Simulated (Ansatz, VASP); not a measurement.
**P: VASP beside Ansatz**

```
CELL_PARAMETERS angstrom
3.29619 0.00000 0.00000
0.00000 4.43916 0.00000
0.00000 0.00000 21.74620
ATOMIC_POSITIONS crystal
P 0.50000 0.91750 0.20693
P 0.00000 0.58250 0.20693
P 0.50000 0.08250 0.30456
P 0.00000 0.41750 0.30456
P 0.87500 0.45750 0.47747
P 0.37500 0.12251 0.47747
P 0.87500 0.62251 0.57510
P 0.37500 0.95750 0.57510
```

Alike in both runs: task single point; functional PBE; dispersion D3(BJ); k mesh 8 × 6 × 1; occupations gaussian, width 0.05 eV; no spin polarisation.

```csv
,VASP,Ansatz
version,VASP 6.6.1,Ansatz 0.2.0
potentials or method,"VASP PAW PBE potentials, release 64 (P), cutoff 520 eV","scalar-relativistic, plane waves, PAW"
valence electrons in the cell,40,40
```

Ansatz gave:

* gap on the k mesh at the Fermi level (eV): 0.17
* least direct gap on the mesh (eV): 0.17
* rms of the force components (eV/Å): 0.026

Task: What did VASP give for the same quantities?

Result: gap on the k mesh at the Fermi level (eV): 0.18; least direct gap on the mesh (eV): 0.18; rms of the force components (eV/Å): 0.025.

Atom by atom the forces differ by 0.031 eV/Å (rms over components).
